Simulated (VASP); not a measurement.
Here is a VASP 6.6.1 calculation.

File INCAR:

```
SYSTEM = ScF3
PREC     = Accurate       ! precision mode
ENCUT    = 520            ! plane-wave cutoff, eV
EDIFF    = 1E-7           ! SCF threshold, eV
ISMEAR   = 0              ! smearing method
SIGMA    = 0.05           ! smearing width, eV
LREAL    = .FALSE.        ! projectors in reciprocal space
LASPH    = .TRUE.         ! aspherical terms in the spheres
NELM     = 60             ! most SCF steps
ALGO     = Normal         ! electronic algorithm
ISIF     = 2              ! what is computed and relaxed
LWAVE    = .FALSE.        ! write WAVECAR
LCHARG   = .TRUE.         ! write CHGCAR
GGA      = CA             ! functional
LELF     = .TRUE.         ! ELF
LVHAR    = .TRUE.       
NBANDS   = 24             ! bands
```

Contents of KPOINTS:

```
Automatic mesh
0
G
  6 6 6
  0 0 0
```

The input POSCAR:

```
ScF3
1.0
    4.0124500000      0.0000000000      0.0000000000
    0.0000000000      4.0124500000      0.0000000000
    0.0000000000      0.0000000000      4.0124500000
Sc F
1 3
Direct
    0.0280377326      0.0000000000      0.0000000000
    0.5000000000      0.0000000000      0.0000000000
    0.0000000000      0.5000000000      0.0000000000
    0.0000000000      0.0000000000      0.5000000000
```

Potentials or basis: VASP PAW LDA potentials, release 64 (Sc_sv, F).

Run with:

```bash
$ cat potpaw_LDA.64/Sc_sv/POTCAR potpaw_LDA.64/F/POTCAR > POTCAR
$ mpirun -np 1 vasp_std > vasp.out
```

Problem. Estimate the band gap on the k mesh.

Solution. 6.20 eV, indirect (least direct gap 6.76 eV).

Problem. What does it give for the largest force?

Solution. 1.196 eV/Å.

Forces on the atoms (eV/Å):
```
Sc  -1.196  0.000  0.000
F    1.108  0.000  0.000
F    0.044  0.000  0.000
F    0.044  0.000  0.000
```

Caveat: the cell differs from its parent crystal (all Sc atoms moved +0.113 Å, as atom 1 along Cartesian [1 0 0]); forces of over 1 eV/Å act on the atoms, so gaps and moduli don't describe the material at rest. A k mesh can miss the band edges.
